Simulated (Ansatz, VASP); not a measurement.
Mg in VASP and in Ansatz

Contents of INCAR:

```
PREC = Accurate
ENCUT = 520
EDIFF = 1E-7
ISMEAR = 1
SIGMA = 0.6
LREAL = False
LASPH = True
NELM = 60
ALGO = Normal
ISIF = 2
LWAVE = False
LCHARG = True
LELF = True
LVHAR = True
NBANDS = 9
```

The input KPOINTS:

```
Automatic mesh
0
Gamma
  12 12 6
```

Contents of POSCAR:

```
Mg
1.0
    3.1325008903      0.0000000000      0.0000000000
   -1.5662504451      2.7128253484      0.0000000000
    0.0000000000      0.0000000000      5.0848940941
Mg
2
Direct
    0.3333333333      0.6666666667      0.2500000000
    0.6666666667      0.3333333333      0.7500000000
```

Input for Ansatz:

```yaml
crystal:
  lattice:
    - [3.1325008903, 0.0, 0.0]
    - [-1.5662504451, 2.7128253484, 0.0]
    - [0.0, 0.0, 5.0848940941]
  atoms:
    - { symbol: Mg, position: [0.3333333333, 0.6666666667, 0.25] }
    - { symbol: Mg, position: [0.6666666667, 0.3333333333, 0.75] }
hamiltonian:
  xc: lda
  pseudopotentials:
    kind: paw
    azcp:
      Mg: "pseudopotentials/Mg.paw.azcp"
basis:
  ecutwfc: 420
  fft_grid_basis: typed
kpoints:
  mp_grid: { grid: [12, 12, 6], shift: [0, 0, 0] }
magnetization:
  spin_polarized: false
scf:
  occupations: { method: methfessel_paxton, width: 0.6 }
  lower_state_search: "off"
output:
  stress: true
  write_density: true
  write_potential: true
  elf: true
  volumetric_format: npy
```

Alike in both runs: task single point; functional LDA; k mesh 12 × 12 × 6; occupations methfessel-paxton of order 1, width 0.6 eV; no spin polarisation.

|  | VASP | Ansatz |
| --- | --- | --- |
| version | VASP 6.6.1 | Ansatz 0.2.0 |
| potentials or method | VASP PAW LDA potentials, release 64 (Mg), cutoff 520 eV | plane waves (420 eV) with PAW, scalar-relativistic |
| valence electrons in the cell | 4 | 20 |

VASP gave:

* pressure (GPa): -0.3
* traceless stress, the component that is largest in VASP (GPa): -0.35

Problem. What did Ansatz give for the same quantities?

Solution. Pressure (GPa): 0.0; traceless stress, the component that is largest in VASP (GPa): -0.35.

Ansatz warns that its potentials were made for another functional, while VASP's fit it. LDA's correlation is that of Perdew and Zunger in VASP and of Perdew and Wang (1992) in Ansatz. VASP's potentials hold 4 valence electrons a cell and Ansatz's 20, so a difference there can come from the potentials and not from the codes.
